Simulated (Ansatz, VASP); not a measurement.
One calculation of SnTe, two programs

```
Sn Te
1.0
    -0.02835    3.61111    3.85414
     3.59598    0.03951    3.78629
     3.57124    3.51852    0.06424
Sn Te
1 1
Direct
  0.97959 0.03404 0.99853
  0.77041 0.71596 0.75147
```

Alike in both runs: task single point; functional PBE; k mesh 8 × 8 × 8; occupations gaussian, width 0.05 eV; no spin polarisation.

|  | VASP | Ansatz |
| --- | --- | --- |
| version | VASP 6.6.1 | Ansatz 0.2.0 |
| potentials or method | VASP PAW PBE potentials, release 64 (Sn_d, Te), cutoff 520 eV | scalar-relativistic, plane waves, PAW |
| valence electrons in the cell | 20 | 30 |

```csv
,VASP,Ansatz,Ansatz less VASP
gap on the k mesh at the Fermi level (eV),0.11,0.11,+0.002
least direct gap on the mesh (eV),0.85,0.85,+0.004
pressure (GPa),0.0,0.0,+0.01
"traceless stress, the component that is largest in VASP (GPa)",-1.35,-1.32,+0.026
rms of the force components (eV/Å),0.510,0.507,-0.0037
```

Atom by atom the forces differ by 0.004 eV/Å (rms over components). With one functional, cell and mesh, what is left measures potentials, basis and numerics. VASP's potentials hold 20 valence electrons a cell and Ansatz's 30, so a difference there can come from the potentials and not from the codes.

Spin-orbit coupling is off throughout.
